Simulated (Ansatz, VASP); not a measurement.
## AlN: VASP beside Ansatz

```
Al N
1.0
     3.11300    0.00000    0.00000
    -1.55650    2.69594    0.00000
     0.00000    0.00000    4.98100
Al N
2 2
Direct
  0.66667 0.33333 0.50000
  0.33333 0.66667 0.00000
  0.66667 0.33333 0.88000
  0.33333 0.66667 0.38000
```

Alike in both runs: task single point; functional PBE; k mesh 10 × 10 × 6; occupations gaussian, width 0.017 eV; no spin polarisation.

|  | VASP | Ansatz |
| --- | --- | --- |
| version | VASP 6.6.1 | Ansatz 0.2.0 |
| potentials or method | VASP PAW PBE potentials, release 64 (Al, N) | Ansatz PAW |
| plane-wave cutoff (eV) | 520 | 420 |
| valence electrons in the cell | 16 | 16 |

|  | VASP | Ansatz | Ansatz less VASP |
| --- | --- | --- | --- |
| gap on the k mesh at the Fermi level (eV) | 4.22 | 4.21 | -0.011 |
| least direct gap on the mesh (eV) | 4.22 | 4.21 | -0.011 |
| pressure (GPa) | 3.5 | 3.7 | +0.26 |
| traceless stress, the component that is largest in VASP (GPa) | 1.11 | 1.06 | -0.051 |
| rms of the force components (eV/Å) | 0.074 | 0.075 | +0.0002 |

Atom by atom the forces differ by 0.000 eV/Å (rms over components).
